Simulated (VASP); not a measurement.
# Te2Mo (P6_3/mmc) in VASP: single point with PBE+D3(BJ)

Aim: the single point of Te2Mo with PBE+D3(BJ).

Everything below comes from runs of VASP 6.6.1. Logs are shortened: lines on timing, memory, paths and dates and some standing lists are left out, and cuts for length are marked.

### Step 1. The cell of the first run

It takes space group P6_3/mmc (No. 194, hexagonal). The conventional cell has a = 3.357 Å, b = 3.357 Å, c = 13.703 Å, α = 90.00°, β = 90.00°, γ = 120.00°. Within 3.8 Å of Te (site symmetry 3m) lie 3 Mo at 2.66 Å and 10 Te at 3.36 to 3.76 Å. Within 3.5 Å of Mo (site symmetry -6m2) lie 6 Te at 2.66 Å and 6 Mo at 3.36 Å.

### Step 2. Single point, PBE+D3(BJ) (atoms displaced along a vibrational mode, the cell strained)

Input file INCAR:

```
SYSTEM = Te2Mo
PREC = Accurate
ENCUT = 520
EDIFF = 1E-6
ISMEAR = 0
SIGMA = 0.05
LREAL = .FALSE.
LASPH = .TRUE.
NELM = 80
ALGO = Normal
ISIF = 2
LWAVE = .FALSE.
LCHARG = .FALSE.
GGA = PE
IVDW = 12
NBANDS = 35
```

Input file KPOINTS:

```
Automatic mesh
0
G
  9 9 2
  0 0 0
```

Input file POSCAR:

```
Te2Mo
1.0
    3.3566263142      0.0000000000      0.0000000000
   -1.6783131571      2.9069236591      0.0000000000
    0.0000000000      0.0000000000     13.7031983276
Te Mo
4 2
Direct
    0.3333333333      0.6666666667      0.6173688251
    0.6666666667      0.3333333333      0.1173688251
    0.3333333333      0.6666666667      0.8826311749
    0.6666666667      0.3333333333      0.3826311749
    0.3333333333      0.6666666667      0.2500000000
    0.6666666667      0.3333333333      0.7500000000
```

Potentials or basis: VASP PAW PBE potentials, release 64 (Te, Mo_sv).

Launch:

```
$ cat potpaw_PBE.64/Te/POTCAR potpaw_PBE.64/Mo_sv/POTCAR > POTCAR
$ mpirun -np 1 vasp_std > vasp.out
```

OUTCAR:

```text
SYSTEM = Te2Mo
   PREC = Accurate
   ENCUT = 520
   EDIFF = 1E-6
   ISMEAR = 0
   LREAL = .FALSE.
   LASPH = .TRUE.
   NELM = 80
   ISIF = 2
   GGA = PE
   IVDW = 12
 IVDW          = 12

 ion  position               nearest neighbor table
   1  0.333  0.667  0.617-   6 2.66   6 2.66   6 2.66   3 3.63
   2  0.667  0.333  0.117-   5 2.66   5 2.66   5 2.66   4 3.63
   3  0.333  0.667  0.883-   6 2.66   6 2.66   6 2.66   1 3.63
   4  0.667  0.333  0.383-   5 2.66   5 2.66   5 2.66   2 3.63
   5  0.333  0.667  0.250-   2 2.66   4 2.66   2 2.66   4 2.66   2 2.66   4 2.66
   6  0.667  0.333  0.750-   1 2.66   3 2.66   1 2.66   3 2.66   1 2.66   3 2.66

  LATTYP: Found a hexagonal cell.
 ALAT       =     3.3566263142
 C/A-ratio  =     4.0824318959

  Lattice vectors:

 A1 = (   3.3566263142,   0.0000000000,   0.0000000000)
 A2 = (  -1.6783131571,   2.9069236591,   0.0000000000)
 A3 = (   0.0000000000,   0.0000000000,  13.7031983276)

Analysis of symmetry for initial positions (statically):
=====================================================================
 Subroutine PRICEL returns:
 Original cell was already a primitive cell.

 Routine SETGRP: Setting up the symmetry group for a
 hexagonal supercell.

 Subroutine GETGRP returns: Found 24 space group operations
 (whereof 12 operations were pure point group operations)
 out of a pool of 24 trial point group operations.

The static configuration has the point symmetry D_3d.
 The point group associated with its full space group is D_6h.

Analysis of symmetry for dynamics (positions and initial velocities):
=====================================================================
 Subroutine PRICEL returns:
 Original cell was already a primitive cell.

 Routine SETGRP: Setting up the symmetry group for a
 hexagonal supercell.

 Subroutine GETGRP returns: Found 24 space group operations
 (whereof 12 operations were pure point group operations)
 out of a pool of 24 trial point group operations.

The dynamic configuration has the point symmetry D_3d.
 The point group associated with its full space group is D_6h.

 Subroutine INISYM returns: Found 24 space group operations
 (whereof 12 operations are pure point group operations),
 and found     1 'primitive' translations

----------------------------------------------------------------------------------------

                                     Primitive cell

  volume of cell :     133.7084

  direct lattice vectors                    reciprocal lattice vectors
     3.356626314  0.000000000  0.000000000     0.297918179  0.172003141  0.000000000
    -1.678313157  2.906923659  0.000000000     0.000000000  0.344006282  0.000000000
     0.000000000  0.000000000 13.703198328     0.000000000  0.000000000  0.072975664

  length of vectors
     3.356626314  3.356626314 13.703198328     0.344006282  0.344006282  0.072975664

  position of ions in fractional coordinates (direct lattice)
     0.333333333  0.666666667  0.617368825
     0.666666667  0.333333333  0.117368825
     0.333333333  0.666666667  0.882631175
     0.666666667  0.333333333  0.382631175
     0.333333333  0.666666667  0.250000000
     0.666666667  0.333333333  0.750000000

  ion indices of the primitive-cell ions
   primitive index   ion index
                 1           1
                 2           2
                 3           3
                 4           4
                 5           5
                 6           6

----------------------------------------------------------------------------------------

 KPOINTS: Automatic mesh

Automatic generation of k-mesh.
 Grid dimensions read from file:
 generate k-points for:    9    9    2

 Generating k-lattice:

  Cartesian coordinates                     Fractional coordinates (reciprocal lattice)
     0.033102020  0.019111460  0.000000000     0.111111111 -0.000000000  0.000000000
     0.000000000  0.038222920  0.000000000     0.000000000  0.111111111  0.000000000
     0.000000000  0.000000000  0.036487832     0.000000000  0.000000000  0.500000000

  Length of vectors
     0.038222920  0.038222920  0.036487832

  Shift w.r.t. Gamma in fractional coordinates (k-lattice)
     0.000000000  0.000000000  0.000000000

 Subroutine IBZKPT returns following result:
 ===========================================

 Found     24 irreducible k-points:

 Following reciprocal coordinates:
            Coordinates               Weight
  0.000000  0.000000  0.000000      1.000000
  0.111111 -0.000000  0.000000      6.000000
  0.222222 -0.000000  0.000000      6.000000
  0.333333  0.000000  0.000000      6.000000
  0.444444 -0.000000  0.000000      6.000000
  0.111111  0.111111  0.000000      6.000000
[... 16 lines left out ...]
  0.333333  0.222222  0.500000     12.000000
  0.333333  0.333333  0.500000      2.000000
   k-points           NKPTS =     24   k-points in BZ     NKDIM =     24   number of bands    NBANDS=     35
   number of dos      NEDOS =    301   number of ions     NIONS =      6
   total plane-waves  NPLWV =  84672
   dimension x,y,z NGX =    28 NGY =   28 NGZ =  108
   dimension x,y,z NGXF=    56 NGYF=   56 NGZF=  216
   ions per type =               4   2
   NGX,Y,Z   is equivalent  to a cutoff of  13.87, 13.87, 13.10 a.u.
   NGXF,Y,Z  is equivalent  to a cutoff of  27.74, 27.74, 26.20 a.u.
 SYSTEM =  Te2Mo
   PREC   = accura    normal or accurate (medium, high low for compatibility)
   ISTART =      0    job   : 0-new  1-cont  2-samecut
   ICHARG =      2    charge: 1-file 2-atom 10-const
   ISPIN  =      1    spin polarized calculation?
   LNONCOLLINEAR =      F non collinear calculations
   LSORBIT =      F    spin-orbit coupling
   LASPH  =      T    aspherical Exc in radial PAW
   ENCUT  =  520.0 eV  38.22 Ry    6.18 a.u.   6.24  6.24 25.48*2*pi/ulx,y,z
   NELM   =     80;   NELMIN=  2; NELMDL= -5     # of ELM steps
   EDIFF  = 0.1E-05   stopping-criterion for ELM
   LREAL  =      F    real-space projection
   EDIFFG = 0.1E-04   stopping-criterion for IOM
   NSW    =      0    number of steps for IOM
   IBRION =     -1    ionic relax: 0-MD 1-quasi-New 2-CG
   NFREE  =      0    steps in history (QN), initial steepest desc. (CG)
   ISIF   =      2    stress and relaxation
   ISYM   =      2    0-nonsym 1-usesym 2-fastsym
   POTIM  = 0.5000    time-step for ionic-motion
   TEBEG  =    0.0;   TEEND  =   0.0 temperature during run
   PSTRESS=    0.0 pullay stress
   NELECT =      52.0000    total number of electrons
   NUPDOWN=      -1.0000    fix difference up-down
   EMIN   =  10.00;   EMAX   =-10.00  energy-range for DOS
   EFERMI =   0.00;   METHOD = LEGACY
   ISMEAR =     0;   SIGMA  =   0.05  broadening in eV -4-tet -1-fermi 0-gaus
   EFERMI_NEDOS =   21; number of points for ismear=-14 and -15
   IALGO  =     38    algorithm
   IMIX   =      4    mixing-type and parameters
     AMIX     =   0.40;   BMIX     =  1.00
     AMIX_MAG =   1.60;   BMIX_MAG =  1.00
  volume/ion in A,a.u.               =      22.28       150.38
  Fermi-wavevector in a.u.,A,eV,Ry     =   1.194968  2.258163 19.428432  1.427949
  Thomas-Fermi vector in A             =   2.330945
   LORBIT       =      0    0 simple, 1 ext, 2 COOP (PROOUT), +10 PAW based schemes
   GGA     = PE    functional components
   LHFCALC =     F    Hartree Fock is set to
   AEXX    =    0.0000 exact exchange contribution
   IVDW    =    12    specifies the selected vdW correction
   LEPSILON=     F    determine dielectric tensor
   LRPA    =     F    only Hartree local field effects (RPA)
 non-spin polarized calculation
 Gauss-broadening in eV      SIGMA  =   0.05
  energy-cutoff  :      520.00
  volume of cell :      133.71
 maximum number of plane-waves:      3651
 NGX is ok and might be reduce to    28
   NGX = 13   NGY = 13   NGZ = 51

 number of electron      52.0000001 magnetization

 Free energy of the ion-electron system (eV)
  ---------------------------------------------------
  ext. energy  EPLUGINS =         0.00000000
  ---------------------------------------------------
  free energy    TOTEN  =       -35.28150043 eV

  energy without entropy =      -35.28150043  energy(sigma->0) =      -35.28150043

 E-fermi :  10.1078     XC(G=0): -11.0365

 val. band max:        9.7295687102   @ k =   0.4444  -0.0000   0.0000
 cond. band min:      10.3484763129   @ k =   0.2222   0.2222   0.0000
 fundamental gap:      0.6189076027
 Fermi energy:        10.1078347254

 k-point     1 :       0.0000    0.0000    0.0000
  band No.  band energies     occupation
      1     -50.9656      2.00000
      2     -50.9656      2.00000
      3     -25.2451      2.00000
      4     -25.2451      2.00000
      5     -24.9774      2.00000
      6     -24.9774      2.00000
[... 27 lines left out ...]
     34      13.7634      0.00000
     35      16.2701      0.00000

 k-point     2 :       0.1111   -0.0000    0.0000
  band No.  band energies     occupation
      1     -50.9633      2.00000
      2     -50.9633      2.00000
      3     -25.2393      2.00000
      4     -25.2392      2.00000
      5     -25.0034      2.00000
      6     -25.0034      2.00000
[... 27 lines left out ...]
     34      13.5547      0.00000
     35      16.4944      0.00000

 k-point     3 :       0.2222   -0.0000    0.0000
  band No.  band energies     occupation
      1     -50.9577      2.00000
      2     -50.9576      2.00000
      3     -25.2244      2.00000
      4     -25.2243      2.00000
      5     -25.0686      2.00000
      6     -25.0686      2.00000
[... 27 lines left out ...]
     34      13.8321      0.00000
     35      16.1604      0.00000
[... 723 lines left out ...]
 k-point    23 :       0.3333    0.2222    0.5000
  band No.  band energies     occupation
      1     -50.9451      2.00000
      2     -50.9451      2.00000
      3     -25.1915      2.00000
      4     -25.1915      2.00000
      5     -25.1632      2.00000
      6     -25.1632      2.00000
[... 27 lines left out ...]
     34      13.7170      0.00000
     35      15.0536      0.00000

 k-point    24 :       0.3333    0.3333    0.5000
  band No.  band energies     occupation
      1     -50.9440      2.00000
      2     -50.9440      2.00000
      3     -25.1885      2.00000
      4     -25.1885      2.00000
      5     -25.1418      2.00000
      6     -25.1418      2.00000
[... 27 lines left out ...]
     34      13.7236      0.00000
     35      14.9751      0.00000

------------------------ aborting loop because EDIFF is reached ----------------------------------------

 Edisp (eV)   -3.60748

 E8    (eV) :    -1.6603

  FORCE on cell =-STRESS in cart. coord.  units (eV):
  Direction    XX          YY          ZZ          XY          YZ          ZX
  --------------------------------------------------------------------------------------
  -------------------------------------------------------------------------------------
  Total       8.64568     8.64568     6.27640     0.00000    -0.00000     0.00000
  in kB     103.59797   103.59797    75.20779     0.00000    -0.00000     0.00000
  external pressure =       94.13 kB  Pullay stress =        0.00 kB

 VOLUME and BASIS-vectors are now :
 -----------------------------------------------------------------------------
  energy-cutoff  :      520.00
  volume of cell :      133.71
      direct lattice vectors                 reciprocal lattice vectors
     3.356626314  0.000000000  0.000000000     0.297918179  0.172003141  0.000000000
    -1.678313157  2.906923659  0.000000000     0.000000000  0.344006282  0.000000000
     0.000000000  0.000000000 13.703198328     0.000000000  0.000000000  0.072975664

 POSITION                                       TOTAL-FORCE (eV/Angst)
 -----------------------------------------------------------------------------------
     -0.00000      1.93795      8.45993         0.000000      0.000000     -0.827518
      1.67831      0.96897      1.60833        -0.000000      0.000000     -0.827518
     -0.00000      1.93795     12.09487        -0.000000     -0.000000      0.827518
      1.67831      0.96897      5.24327        -0.000000     -0.000000      0.827518
     -0.00000      1.93795      3.42580         0.000000      0.000000     -0.000000
      1.67831      0.96897     10.27740        -0.000000      0.000000     -0.000000
 -----------------------------------------------------------------------------------
    total drift:                               -0.000000      0.000000     -0.000000

  FREE ENERGIE OF THE ION-ELECTRON SYSTEM (eV)
  ---------------------------------------------------
  free  energy   TOTEN  =       -38.8889785566 eV

  energy  without entropy=      -38.8889785566  energy(sigma->0) =      -38.88897856
```

Wall time 74 s (1 thread of Intel Xeon 6975P-C (Granite Rapids), shared host); peak memory 0.32 GiB.

What came out:

- Free energy: -38.8890 eV
- Pressure: 9.4 GPa
- Largest force: 0.828 eV/Å
- Band gap on the k mesh: 0.62 eV (least direct gap 0.89 eV)
- Dispersion energy per atom: -0.601 eV

Forces on the atoms (eV/Å):
```
Te   0.000  0.000 -0.828
Te   0.000  0.000 -0.828
Te   0.000  0.000  0.828
Te   0.000  0.000  0.828
Mo   0.000  0.000  0.000
Mo   0.000  0.000  0.000
```

Caveat: the cell differs from its parent crystal (atoms displaced along a vibrational mode, the cell strained); the cell stands under pressure; spin-orbit coupling is left out, which moves the levels of the heavy elements; an odd mesh through Γ misses points on the zone boundary, where band edges can lie.
